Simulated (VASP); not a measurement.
Write the native input for VASP 6.6.1 that does the following.

```yaml
Task: single point
Functional: PBE
Potentials_or_basis: VASP PAW PBE potentials, release 64 (K_sv)
Cutoff: 520 eV
k_mesh: 13 × 13 × 13
Occupations: fermi-dirac, width 0.0612256 eV
Spin: no spin polarisation
Dipole_correction: no
Further_INCAR_settings: ALGO = Normal; EDIFF = 1e-07; NBANDS = 10
```

The structure of K lies in POSCAR:

```
K
1.0
    4.2993559519      0.0000000000      0.0000000000
    0.0000000000      4.2993559519      0.0000000000
    0.0000000000      0.0000000000      4.2993559519
K
1
Direct
    0.0000000000      0.0000000000      0.0000000000
```

The input as run:

INCAR

```
SYSTEM = K
  PREC = Accurate
  ENCUT = 520
  EDIFF = 1E-7
  ISMEAR = -1
  SIGMA = 0.06122561905347299
  LREAL = .FALSE.
  LASPH = .TRUE.
  NELM = 80
  ALGO = Normal
  ISIF = 2
  LWAVE = .FALSE.
  LCHARG = .FALSE.
  GGA = PE
  NBANDS = 10
```

KPOINTS

```
Automatic mesh
0
G
  13 13 13
  0 0 0
```

Potentials or basis: VASP PAW PBE potentials, release 64 (K_sv).

The run is started by

```bash
$ cat potpaw_PBE.64/K_sv/POTCAR > POTCAR
$ mpirun -np 1 vasp_std > vasp.out
```

Results of the run:

* Pressure: 0.0 GPa

Run time: 13 s on 1 thread of Intel(R) Xeon(R) 6975P-C (Granite Rapids) (shared host), peak memory 0.2 GiB.
